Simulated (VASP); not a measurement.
# HgTe (F-43m) in VASP: a series of runs

The runs below take HgTe through vibrations by perturbation theory, elastic constants, with LDA.

Everything below comes from runs of VASP 6.6.1. Logs are shortened: lines on timing, memory, paths and dates and some standing lists are left out, and cuts for length are marked.

## 1. The cell of the first run

It takes space group F-43m (No. 216, cubic). The conventional cell has a = 5.985 Å, b = 5.985 Å, c = 5.985 Å, α = 90.00°, β = 90.00°, γ = 90.00°. Hg (site symmetry -43m) has 4 Te at 2.59 Å within 3.4 Å. Within 3.4 Å of Te (site symmetry -43m) lie 4 Hg at 2.59 Å.

## 2. Vibrations by perturbation theory, LDA

Input file INCAR:

```
PREC = Accurate
ENCUT = 500
EDIFF = 1E-8
ISMEAR = -1
SIGMA = 0.15
LREAL = False
LASPH = True
NELM = 120
ALGO = Normal
ISIF = 2
LWAVE = False
LCHARG = False
GGA = CA
IBRION = 8
NSW = 1
GGA_COMPAT = False
```

Input file KPOINTS:

```
Automatic mesh
0
Gamma
  12 12 12
```

Input file POSCAR:

```
HgTe
1.0
    0.0000000000      2.9922763284      2.9922763284
    2.9922763284      0.0000000000      2.9922763284
    2.9922763284      2.9922763284      0.0000000000
Hg Te
1 1
Direct
    0.0000000000      0.0000000000      0.0000000000
    0.7500000000      0.7500000000      0.7500000000
```

Potentials or basis: VASP PAW LDA potentials, release 64 (Hg, Te).

The run is started by

```bash
> cat potpaw_LDA.64/Hg/POTCAR potpaw_LDA.64/Te/POTCAR > POTCAR
> mpirun -np 1 vasp_std > vasp.out
```

OUTCAR:

```text
PREC = Accurate
   ENCUT = 500
   EDIFF = 1E-8
   ISMEAR = -1
   LREAL = False
   LASPH = True
   NELM = 120
   ISIF = 2
   GGA = CA
   IBRION = 8
   NSW = 1

 ion  position               nearest neighbor table
   1  0.000  0.000  0.000-   2 2.59   2 2.59   2 2.59   2 2.59
   2  0.750  0.750  0.750-   1 2.59   1 2.59   1 2.59   1 2.59

  LATTYP: Found a face centered cubic cell.
 ALAT       =     5.9845526568

  Lattice vectors:

 A1 = (   0.0000000000,   2.9922763284,   2.9922763284)
 A2 = (   2.9922763284,   0.0000000000,   2.9922763284)
 A3 = (   2.9922763284,   2.9922763284,   0.0000000000)

Analysis of symmetry for initial positions (statically):
=====================================================================
 Subroutine PRICEL returns:
 Original cell was already a primitive cell.

 Routine SETGRP: Setting up the symmetry group for a
 face centered cubic supercell.

 Subroutine GETGRP returns: Found 24 space group operations
 (whereof 24 operations were pure point group operations)
 out of a pool of 48 trial point group operations.

The static configuration has the point symmetry T_d .

Analysis of symmetry for dynamics (positions and initial velocities):
=====================================================================
 Subroutine PRICEL returns:
 Original cell was already a primitive cell.

 Routine SETGRP: Setting up the symmetry group for a
 face centered cubic supercell.

 Subroutine GETGRP returns: Found 24 space group operations
 (whereof 24 operations were pure point group operations)
 out of a pool of 48 trial point group operations.

The dynamic configuration has the point symmetry T_d .

 Subroutine INISYM returns: Found 24 space group operations
 (whereof 24 operations are pure point group operations),
 and found     1 'primitive' translations

----------------------------------------------------------------------------------------

                                     Primitive cell

  volume of cell :      53.5840

  direct lattice vectors                    reciprocal lattice vectors
     0.000000000  2.992276328  2.992276328    -0.167096867  0.167096867  0.167096867
     2.992276328  0.000000000  2.992276328     0.167096867 -0.167096867  0.167096867
     2.992276328  2.992276328  0.000000000     0.167096867  0.167096867 -0.167096867

  length of vectors
     4.231717766  4.231717766  4.231717766     0.289420264  0.289420264  0.289420264

  position of ions in fractional coordinates (direct lattice)
     0.000000000  0.000000000  0.000000000
     0.750000000  0.750000000  0.750000000

  ion indices of the primitive-cell ions
   primitive index   ion index
                 1           1
                 2           2

----------------------------------------------------------------------------------------

 KPOINTS: Automatic mesh

Automatic generation of k-mesh.
 Grid dimensions read from file:
 generate k-points for:   12   12   12

 Generating k-lattice:

  Cartesian coordinates                     Fractional coordinates (reciprocal lattice)
    -0.013924739  0.013924739  0.013924739     0.083333333  0.000000000  0.000000000
     0.013924739 -0.013924739  0.013924739     0.000000000  0.083333333  0.000000000
     0.013924739  0.013924739 -0.013924739     0.000000000  0.000000000  0.083333333

  Length of vectors
     0.024118355  0.024118355  0.024118355

  Shift w.r.t. Gamma in fractional coordinates (k-lattice)
     0.000000000  0.000000000  0.000000000

 Subroutine IBZKPT returns following result:
 ===========================================

 Found     72 irreducible k-points:

 Following reciprocal coordinates:
            Coordinates               Weight
  0.000000  0.000000  0.000000      1.000000
  0.083333  0.000000  0.000000      8.000000
  0.166667  0.000000  0.000000      8.000000
  0.250000  0.000000  0.000000      8.000000
  0.333333  0.000000  0.000000      8.000000
  0.416667  0.000000  0.000000      8.000000
[... 16 lines left out ...]
  0.500000  0.166667  0.000000     24.000000
 -0.416667  0.166667  0.000000     24.000000
 [... further k-points ...]
   k-points           NKPTS =     72   k-points in BZ     NKDIM =     72   number of bands    NBANDS=     13
   number of dos      NEDOS =    301   number of ions     NIONS =      2
   total plane-waves  NPLWV =  32768
   dimension x,y,z NGX =    32 NGY =   32 NGZ =   32
   dimension x,y,z NGXF=    64 NGYF=   64 NGZF=   64
   ions per type =               1   1
   NGX,Y,Z   is equivalent  to a cutoff of  12.57, 12.57, 12.57 a.u.
   NGXF,Y,Z  is equivalent  to a cutoff of  25.14, 25.14, 25.14 a.u.
 SYSTEM =  unknown system
   PREC   = accura    normal or accurate (medium, high low for compatibility)
   ISTART =      0    job   : 0-new  1-cont  2-samecut
   ICHARG =      2    charge: 1-file 2-atom 10-const
   ISPIN  =      1    spin polarized calculation?
   LNONCOLLINEAR =      F non collinear calculations
   LSORBIT =      F    spin-orbit coupling
   LASPH  =      T    aspherical Exc in radial PAW
   ENCUT  =  500.0 eV  36.75 Ry    6.06 a.u.   7.72  7.72  7.72*2*pi/ulx,y,z
   NELM   =    120;   NELMIN=  2; NELMDL= -5     # of ELM steps
   EDIFF  = 0.1E-07   stopping-criterion for ELM
   LREAL  =      F    real-space projection
   EDIFFG = 0.1E-06   stopping-criterion for IOM
   NSW    =      1    number of steps for IOM
   IBRION =      8    ionic relax: 0-MD 1-quasi-New 2-CG
   NFREE  =      0    steps in history (QN), initial steepest desc. (CG)
   ISIF   =      2    stress and relaxation
   ISYM   =      2    0-nonsym 1-usesym 2-fastsym
   POTIM  = 0.5000    time-step for ionic-motion
   TEBEG  =    0.0;   TEEND  =   0.0 temperature during run
   PSTRESS=    0.0 pullay stress
   NELECT =      18.0000    total number of electrons
   NUPDOWN=      -1.0000    fix difference up-down
   EMIN   =  10.00;   EMAX   =-10.00  energy-range for DOS
   EFERMI =   0.00;   METHOD = LEGACY
   ISMEAR =    -1;   SIGMA  =   0.15  broadening in eV -4-tet -1-fermi 0-gaus
   EFERMI_NEDOS =   21; number of points for ismear=-14 and -15
   IALGO  =     38    algorithm
   IMIX   =      4    mixing-type and parameters
     AMIX     =   0.40;   BMIX     =  1.00
     AMIX_MAG =   1.60;   BMIX_MAG =  1.00
  volume/ion in A,a.u.               =      26.79       180.80
  Fermi-wavevector in a.u.,A,eV,Ry     =   1.138031  2.150566 17.621093  1.295114
  Thomas-Fermi vector in A             =   2.274735
   LORBIT       =      0    0 simple, 1 ext, 2 COOP (PROOUT), +10 PAW based schemes
   GGA     = CA    functional components
   LHFCALC =     F    Hartree Fock is set to
   AEXX    =    0.0000 exact exchange contribution
   IVDW    =     0    specifies the selected vdW correction
   LEPSILON=     F    determine dielectric tensor
   LRPA    =     F    only Hartree local field effects (RPA)
 non-spin polarized calculation
  energy-cutoff  :      500.00
  volume of cell :       53.58
 maximum number of plane-waves:      1381
   NGX = 15   NGY = 15   NGZ = 15

--------------------------------------- Ionic step        1  -------------------------------------------

 number of electron      17.9999999 magnetization

 Free energy of the ion-electron system (eV)
  ---------------------------------------------------
  ext. energy  EPLUGINS =         0.00000000
  ---------------------------------------------------
  free energy    TOTEN  =        -4.41229718 eV

  energy without entropy =       -4.40836924  energy(sigma->0) =       -4.41033321

 E-fermi :   6.0260     XC(G=0): -10.1489

 val. band max:        5.7890192952   @ k =   0.0000   0.0000   0.0000
 cond. band min:       6.3798691069   @ k =   0.5000   0.0000   0.0000
 fundamental gap:      0.5908498116
 Fermi energy:         6.0259656450

 k-point     1 :       0.0000    0.0000    0.0000
  band No.  band energies     occupation
      1      -8.2820      2.00000
      2      -3.2830      2.00000
      3      -3.2830      2.00000
      4      -3.2830      2.00000
      5      -2.4248      2.00000
      6      -2.4248      2.00000
      7       5.5344      1.92726
      8       5.7890      1.65831
      9       5.7890      1.65831
     10       5.7890      1.65831
     11       9.4164      0.00000
     12       9.4164      0.00000
     13       9.4164      0.00000
[... 354 lines left out ...]
  band No.  band energies     occupation
      1      -7.2909      2.00000
      2      -3.0736      2.00000
      3      -3.0111      2.00000
      4      -2.4901      2.00000
      5      -2.4122      2.00000
      6      -2.0379      2.00000
      7      -1.1250      2.00000
      8       2.6333      2.00000
      9       3.8642      2.00000
     10       7.6764      0.00003
     11       9.8124      0.00000
     12      11.1488      0.00000
     13      12.8916      0.00000

 [... further k-points ...]
[... 5 lines left out ...]
  --------------------------------------------------------------------------------------
  -------------------------------------------------------------------------------------
  Total        6.2566505      6.2566505      6.2566505     -0.0000000     -0.0000000      0.0000000
  in kB      187.0757064    187.0757064    187.0757064     -0.0000000     -0.0000000      0.0000000
  external PRESSURE =     187.0757064 kB  Pullay stress =       0.0000000 kB

 VOLUME and BASIS-vectors are now :
 -----------------------------------------------------------------------------
  energy-cutoff  :      500.00
  volume of cell :       53.58
      direct lattice vectors                 reciprocal lattice vectors
     0.000000000  2.992276328  2.992276328    -0.167096867  0.167096867  0.167096867
     2.992276328  0.000000000  2.992276328     0.167096867 -0.167096867  0.167096867
     2.992276328  2.992276328  0.000000000     0.167096867  0.167096867 -0.167096867

 POSITION                                       TOTAL-FORCE (eV/Angst)
 -----------------------------------------------------------------------------------
      0.00000      0.00000      0.00000         0.000000      0.000000      0.000000
      4.48841      4.48841      4.48841        -0.000000     -0.000000     -0.000000
 -----------------------------------------------------------------------------------
    total drift:                                0.000000      0.000000      0.000000

  FREE ENERGIE OF THE ION-ELECTRON SYSTEM (eV)
  ---------------------------------------------------
  free  energy   TOTEN  =        -4.4122971821 eV

  energy  without entropy=       -4.4083692378  energy(sigma->0) =       -4.41033321

[... ionic steps 2 to 3 ...]

--------------------------------------- Ionic step        4  -------------------------------------------

------------------------ aborting loop because EDIFF is reached ----------------------------------------

[... ionic steps 5 to 6 ...]

--------------------------------------- Ionic step        7  -------------------------------------------

 Free energy of the ion-electron system (eV)
  ---------------------------------------------------
  ---------------------------------------------------
  free energy    TOTEN  =        -0.04764425 eV

  energy without entropy =       -0.04764425

------------------------ aborting loop because EDIFF is reached ----------------------------------------

 INTERNAL STRAIN TENSOR  FOR ION    2  DIRECTION 1   (eV/Angst):
 -----------------------------------------------------------------------------
    -0.00712  0.00000  0.00000
     0.00000  0.00862 17.22825
     0.00000 17.22825  0.00862

 INTERNAL STRAIN TENSOR FOR ION    2 for displacements in x,y,z  (eV/Angst):
          X           Y           Z          XY          YZ          ZX
  --------------------------------------------------------------------------------
  x    -0.00000     0.00000     0.00000     0.00000    17.22825     0.00000
  y     0.00000    -0.00000     0.00000     0.00000     0.00000    17.22825
  z     0.00000     0.00000    -0.00000    17.22825     0.00000     0.00000

 SECOND DERIVATIVES (NOT SYMMETRIZED)
 ------------------------------------
               1X          1Y          1Z          2X          2Y          2Z
  1X    -9.528099    0.000000    0.000000    9.528099    0.000000    0.000000
  1Y     0.000000   -9.528099    0.000000    0.000000    9.528099    0.000000
  1Z     0.000000    0.000000   -9.528099    0.000000    0.000000    9.528099
  2X     9.528270    0.000000    0.000000   -9.528270    0.000000    0.000000
  2Y     0.000000    9.528270    0.000000    0.000000   -9.528270    0.000000
  2Z     0.000000    0.000000    9.528270    0.000000    0.000000   -9.528270

 Eigenvectors and eigenvalues of the dynamical matrix
 ----------------------------------------------------

   1 f  =    5.464355 THz    34.333557 2PiTHz  182.271272 cm-1    22.598747 meV
             X         Y         Z           dx          dy          dz
      0.000000  0.000000  0.000000     0.000000    0.623534    0.000000
      4.488414  4.488414  4.488414     0.000000   -0.781796    0.000000
[... 21 lines left out ...]
   6 f/i=    0.000024 THz     0.000150 2PiTHz    0.000798 cm-1     0.000099 meV
             X         Y         Z           dx          dy          dz
      0.000000  0.000000  0.000000     0.000000    0.000000    0.781796
      4.488414  4.488414  4.488414     0.000000    0.000000    0.623534

--------------------------------------------------------------------------------------------------------

 ELASTIC MODULI CONTR FROM IONIC RELAXATION (kBar)
 Direction    XX          YY          ZZ          XY          YZ          ZX
 --------------------------------------------------------------------------------
 XX          -0.0000      0.0000      0.0000     -0.0000      0.0000     -0.0000
 YY           0.0000     -0.0000     -0.0000     -0.0000     -0.0000      0.0000
 ZZ           0.0000     -0.0000     -0.0000      0.0000     -0.0000     -0.0000
 XY          -0.0000     -0.0000      0.0000   -953.8526      0.0000      0.0000
 YZ           0.0000     -0.0000     -0.0000      0.0000   -953.8526      0.0000
 ZX          -0.0000      0.0000     -0.0000      0.0000      0.0000   -953.8526
 --------------------------------------------------------------------------------
```

Run time: 5.4 min. Hardware: 1 thread of Intel Xeon 6975P-C (Granite Rapids), shared host; peak memory 0.51 GiB.

What came out:

```yaml
Highest_phonon_frequency_at_Γ_LO-TO_splitting_left_out: 182 cm⁻¹
```

Phonon frequencies in cm⁻¹ (negative: imaginary):
| q point | frequencies |
| --- | --- |
| (0.000, 0.000, 0.000) | 0 0 0 182 182 182 |

Caveat: the cell stands under pressure or tension, which shifts response properties; spin-orbit coupling is left out, which moves the levels of the heavy elements.

## 3. Vibrations by perturbation theory, LDA

This run uses another cell than the first one, of 29.81 Å³/atom.

Input file INCAR:

```
PREC = Accurate ; ENCUT = 500
EDIFF = 1E-8 ; ISMEAR = -1
SIGMA = 0.15 ; LREAL = False
LASPH = True ; NELM = 120
ALGO = Normal ; ISIF = 2
LWAVE = False ; LCHARG = True
NBANDS = 16 ; IBRION = 8
NSW = 1 ; GGA_COMPAT = False
```

Input file KPOINTS:

```
regular mesh
0
Gamma
  12 12 12
```

Input file POSCAR:

```
HgTe
1.0
    0.0000000000      3.1006277240      3.1006277240
    3.1006277240      0.0000000000      3.1006277240
    3.1006277240      3.1006277240      0.0000000000
Hg Te
1 1
Direct
    0.0000000000      0.0000000000      0.0000000000
    0.7500000000      0.7500000000      0.7500000000
```

Potentials or basis: VASP PAW LDA potentials, release 64 (Hg, Te).

The run is started by

```bash
> cat potpaw_LDA.64/Hg/POTCAR potpaw_LDA.64/Te/POTCAR > POTCAR
> mpirun -np 1 vasp_std > vasp.out
```

OUTCAR:

```text
PREC = Accurate
   ENCUT = 500
   EDIFF = 1E-8
   ISMEAR = -1
   LREAL = False
   LASPH = True
   NELM = 120
   ISIF = 2
   IBRION = 8
   NSW = 1

 ion  position               nearest neighbor table
   1  0.000  0.000  0.000-   2 2.69   2 2.69   2 2.69   2 2.69
   2  0.750  0.750  0.750-   1 2.69   1 2.69   1 2.69   1 2.69

  LATTYP: Found a face centered cubic cell.
 ALAT       =     6.2012554480

  Lattice vectors:

[... 710 lines left out ...]
               1X          1Y          1Z          2X          2Y          2Z
  1X    -6.396549    0.000000    0.000000    6.396549    0.000000    0.000000
  1Y     0.000000   -6.396549    0.000000    0.000000    6.396549    0.000000
  1Z     0.000000    0.000000   -6.396549    0.000000    0.000000    6.396549
  2X     6.400389    0.000000    0.000000   -6.400389    0.000000    0.000000
  2Y     0.000000    6.400389    0.000000    0.000000   -6.400389    0.000000
  2Z     0.000000    0.000000    6.400389    0.000000    0.000000   -6.400389

 Eigenvectors and eigenvalues of the dynamical matrix
 ----------------------------------------------------

   1 f  =    4.478019 THz    28.136224 2PiTHz  149.370640 cm-1    18.519591 meV
             X         Y         Z           dx          dy          dz
      0.000000  0.000000  0.000000     0.000000    0.623423    0.000000
      4.650942  4.650942  4.650942     0.000000   -0.781885    0.000000
[... 21 lines left out ...]
   6 f/i=    0.000655 THz     0.004115 2PiTHz    0.021848 cm-1     0.002709 meV
             X         Y         Z           dx          dy          dz
      0.000000  0.000000  0.000000     0.000000    0.000000    0.781885
      4.650942  4.650942  4.650942     0.000000    0.000000    0.623423

--------------------------------------------------------------------------------------------------------

 ELASTIC MODULI CONTR FROM IONIC RELAXATION (kBar)
 Direction    XX          YY          ZZ          XY          YZ          ZX
 --------------------------------------------------------------------------------
 XX          -0.0000     -0.0000     -0.0000     -0.0000     -0.0000      0.0000
 YY          -0.0000     -0.0000     -0.0000     -0.0000     -0.0000      0.0000
 ZZ          -0.0000     -0.0000     -0.0000     -0.0000     -0.0000      0.0000
 XY          -0.0000     -0.0000     -0.0000   -490.4345     -0.0000     -0.0000
 YZ          -0.0000     -0.0000     -0.0000     -0.0000   -490.4345     -0.0000
 ZX           0.0000      0.0000      0.0000     -0.0000     -0.0000   -490.4345
 --------------------------------------------------------------------------------
```

OSZICAR:

```text
N       E                     dE             d eps       ncg     rms          rms(c)
DAV:   1     0.104403148537E+03    0.10440E+03   -0.79936E+03  2336   0.952E+02
DAV:   2    -0.171891905755E+01   -0.10612E+03   -0.10001E+03  2728   0.232E+02
DAV:   3    -0.511536839318E+01   -0.33964E+01   -0.33894E+01  2848   0.426E+01
DAV:   4    -0.514612608845E+01   -0.30758E-01   -0.30756E-01  3384   0.378E+00
[... 36 lines left out ...]
RMM:   5    -0.480898112692E-01   -0.30988E-05   -0.11069E-06 15278   0.568E-03    0.353E-03
RMM:   6    -0.480889221789E-01    0.88909E-06   -0.17405E-08 15313   0.137E-03    0.170E-03
RMM:   7    -0.480868266129E-01    0.20956E-05    0.17448E-09 15292   0.541E-04    0.598E-04
RMM:   8    -0.480868108414E-01    0.15771E-07   -0.46105E-09 15565   0.165E-04    0.148E-04
RMM:   9    -0.480868056524E-01    0.51890E-08   -0.60294E-09 15390   0.444E-05    0.112E-05
 Linear response finished
```

stdout:

```text
POSCAR found type information on POSCAR HgTe
 POSCAR found :  2 types and       2 ions
 scaLAPACK will be used
 LDA part: xc-table for (Slater(with rela. corr.)+CA(PZ))
 , standard interpolation
 POSCAR, INCAR and KPOINTS ok, starting setup
 FFT: planning ... GRIDC
 FFT: planning ... GRID_SOFT
 FFT: planning ... GRID
 WAVECAR not read
 entering main loop
 Linear response reoptimize wavefunctions to high precision
 Linear response DOF=           2
 Linear response progress:
 first order change of Fermi-energy  -0.52670E-04
 force on displaced ion       1 direction 1 :  -6.397   0.000   0.000
 Linear response progress:
 first order change of Fermi-energy   0.20233E-03
 force on displaced ion       2 direction 1 :  -6.400  -0.000  -0.000
 Linear response finished
```

It took 6.2 min on 1 thread of Intel Xeon 6975P-C (Granite Rapids), shared host; peak memory 0.61 GiB.

Results:

```yaml
Highest_phonon_frequency_at_Γ_LO-TO_splitting_left_out: 149 cm⁻¹
```

Phonon frequencies in cm⁻¹ (negative: imaginary):
```csv
q point,frequencies
"(0.000, 0.000, 0.000)",0 0 0 149 149 149
```

Caveat: the cell stands under pressure or tension, which shifts response properties; spin-orbit coupling is left out, which moves the levels of the heavy elements.

(Part 1 of 2 ends here.)
